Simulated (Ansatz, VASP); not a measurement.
## One calculation of Ir, two programs

File INCAR:

```
SYSTEM = Ir
  PREC = Accurate
  ENCUT = 500
  EDIFF = 1E-6
  ISMEAR = 0
  SIGMA = 0.1
  LREAL = .FALSE.
  LASPH = .TRUE.
  NELM = 120
  ALGO = Normal
  ISIF = 2
  LWAVE = .FALSE.
  LCHARG = .FALSE.
  NBANDS = 10
  GGA_COMPAT = .FALSE.
```

The input KPOINTS:

```
regular mesh
0
G
  8 8 8
  0 0 0
```

File POSCAR:

```
Ir
1.0
    0.0000000000      1.9197000000      1.9197000000
    1.9197000000      0.0000000000      1.9197000000
    1.9197000000      1.9197000000      0.0000000000
Ir
1
Direct
    0.0000000000      0.0000000000      0.0000000000
```

Input for Ansatz:

```yaml
crystal:
  lattice:
    - [0.0, 1.9197, 1.9197]
    - [1.9197, 0.0, 1.9197]
    - [1.9197, 1.9197, 0.0]
  atoms:
    - { symbol: Ir, position: [0.0, 0.0, 0.0] }
basis:
  ecutwfc: 420
kpoints:
  mp_grid: { grid: [8, 8, 8] }
hamiltonian:
  xc: lda
scf:
  occupations: { method: gaussian, width: 0.1 }
output:
  forces: true
  stress: true
  eigenvalues: true
```

Alike in both runs: task single point; functional LDA; k mesh 8 × 8 × 8; occupations gaussian, width 0.1 eV; no spin polarisation.

```csv
,VASP,Ansatz
version,VASP 6.6.1,Ansatz 0.2.0
potentials or method,"VASP PAW LDA potentials, release 64 (Ir), cutoff 500 eV","scalar-relativistic, plane waves, PAW"
valence electrons in the cell,9,17
```

```tsv
	VASP	Ansatz	Ansatz less VASP
gap on the k mesh at the Fermi level (eV)	none	none	-
pressure (GPa)	-4.8	-7.1	-2.31
```

LDA's correlation is that of Perdew and Zunger in VASP and of Perdew and Wang (1992) in Ansatz. A gap of «none» marks a metal or a gap that the smearing closes. VASP's potentials hold 9 valence electrons a cell and Ansatz's 17, so a difference there can come from the potentials and not from the codes.

Neither program's run includes spin-orbit coupling.
